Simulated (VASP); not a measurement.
A run of VASP 6.6.1:

The input INCAR:

```
SYSTEM = Sb
PREC = Accurate ; ENCUT = 520
EDIFF = 1E-7 ; ISMEAR = -1
SIGMA = 0.06122561905347299 ; LREAL = .FALSE.
LASPH = .TRUE. ; NELM = 80
ALGO = Normal ; ISIF = 2
LWAVE = .FALSE. ; LCHARG = .TRUE.
GGA = PE ; LELF = .TRUE.
LVHAR = .TRUE. ; NBANDS = 12
```

KPOINTS

```
regular mesh
0
G
  14 14 14
  0 0 0
```

Contents of POSCAR:

```
Sb
1.0
    0.0000000000      3.4973497393      3.4973497393
    3.4973497393      0.0000000000      3.4973497393
    3.4973497393      3.4973497393      0.0000000000
Sb
2
Direct
    0.0000000000      0.0000000000      0.0000000000
    0.2500000000      0.2500000000      0.2500000000
```

Potentials or basis: VASP PAW PBE potentials, release 64 (Sb).

The run is started by

```bash
$ cat potpaw_PBE.64/Sb/POTCAR > POTCAR
$ mpirun -np 1 vasp_std > vasp.out
```

Hardware: 1 thread of AMD EPYC 7R43 64-Core Processor (Zen 3), on a shared host.

Task: How long does it take, and how much memory?

Result: It took 96 s on 1 thread of AMD EPYC 7R43 64-Core Processor (Zen 3), on a shared host, peak memory 0.25 GiB. Counts: scf iterations 13, k points 104.
